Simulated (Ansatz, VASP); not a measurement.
## Two plane-wave programs on ZnCu

Contents of POSCAR:

```
ZnCu
1.0
    1.5267065386     -2.1764016397      0.0000000000
    1.5267065386      2.1764016397      0.0000000000
    0.0000000000      0.0000000000      4.2483456368
Zn Cu
1 1
Direct
    0.5000000000      0.5000000000      0.5000000000
    0.0000000000      0.0000000000      0.0000000000
```

Contents of INCAR.step1:

```
SYSTEM = ZnCu
PREC = Accurate
ENCUT = 520
ISMEAR = 1
SIGMA = 0.1
LREAL = .FALSE.
LASPH = .TRUE.
NELM = 100
NBANDS = 18
GGA = PE
ALGO = Normal
EDIFF = 1E-4
LWAVE = .TRUE.
LCHARG = .FALSE.
```

INCAR.step2

```
SYSTEM = ZnCu
PREC = Accurate
ENCUT = 520
EDIFF = 1E-7
ISMEAR = 1
SIGMA = 0.1
LREAL = .FALSE.
LASPH = .TRUE.
NELM = 100
ALGO = Normal
ISIF = 2
LWAVE = .FALSE.
LCHARG = .FALSE.
METAGGA = R2SCAN
LMIXTAU = .TRUE.
NBANDS = 18
ISTART = 1
```

The input KPOINTS:

```
regular mesh
0
G
  12 12 7
  0 0 0
```

Input for Ansatz:

```yaml
crystal:
  lattice:
    - [1.526706538630107, -2.1764016397142383, 0.0]
    - [1.526706538630107, 2.1764016397142383, 0.0]
    - [0.0, 0.0, 4.248345636778648]
  atoms:
    - { symbol: Zn, position: [0.5, 0.5, 0.5] }
    - { symbol: Cu, position: [0.0, 0.0, 0.0] }
basis:
  ecutwfc: 653.073269903712
kpoints:
  mp_grid:
    grid: [12, 12, 7]
hamiltonian:
  xc: r2scan
scf:
  occupations:
    method: cold
    width: 0.1
output:
  stress: true
```

Alike in both runs: task single point; functional r2SCAN; k mesh 12 × 12 × 7; no spin polarisation.

|  | VASP | Ansatz |
| --- | --- | --- |
| version | VASP 6.6.1 | Ansatz 0.2.0 |
| potentials or method | VASP PAW PBE potentials, release 64 (Zn, Cu), cutoff 520 eV | plane waves, PAW |
| occupations | methfessel-paxton of order 1, width 0.1 eV | cold, width 0.1 eV |
| valence electrons in the cell | 23 | 31 |

|  | VASP | Ansatz | Ansatz less VASP |
| --- | --- | --- | --- |
| pressure (GPa) | -11.3 | -11.8 | -0.47 |
| traceless stress, the component that is largest in VASP (GPa) | -0.86 | -0.99 | -0.123 |

VASP's potentials were made for PBE, not for r2SCAN. VASP's potentials hold 23 valence electrons a cell and Ansatz's 31, so a difference there can come from the potentials and not from the codes.
